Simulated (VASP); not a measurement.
## Zn: single point with r2SCAN

The system is Zn.

```
Zn
1.0
     2.61873    0.00000    0.00000
    -1.30936    2.26788    0.00000
     0.00000    0.00000    4.83890
Zn
2
Direct
  0.33333 0.66667 0.25000
  0.66667 0.33333 0.75000
```

| Item | Value |
| --- | --- |
| Program | VASP 6.6.1 |
| Task | single point |
| Functional | r2SCAN |
| Potentials or basis | VASP PAW PBE potentials, release 64 (Zn) |
| Cutoff | 520 eV |
| k mesh | 14 × 14 × 7 |
| Occupations | methfessel-paxton, width 0.01 eV |
| Spin | no spin polarisation |
| Dipole correction | no |
| Further INCAR settings | ALGO = Normal; EDIFF = 1e-06; NBANDS = 19 |

- Pressure: 0.5 GPa
- Band gap on the k mesh: zero (bands 12 and 13 overlap by 4.50 eV)

Stress tensor (GPa, compression positive):
```
 1.43  0.00  0.00
 0.00  1.43  0.00
 0.00  0.00 -1.36
```

Levels at points of the mesh, in eV from the Fermi level:
| k point | band 10 | band 11 | band 12 | band 13 | band 14 | band 15 |
| --- | --- | --- | --- | --- | --- | --- |
| (0.00, 0.00, 0.00) | -7.36 | -7.36 | -3.96 | -2.89 | 15.22 | 18.77 |
| (0.50, 0.00, 0.00) | -7.14 | -3.08 | -2.17 | 3.14 | 3.94 | 4.96 |

Wall time 3.2 min on 1 thread of Intel(R) Xeon(R) Platinum 8375C CPU @ 2.90GHz (Ice Lake), with other jobs on the host, peak memory 0.17 GiB.

Caveat: the PAW data sets were made with another functional, which shifts forces and pressure a little.
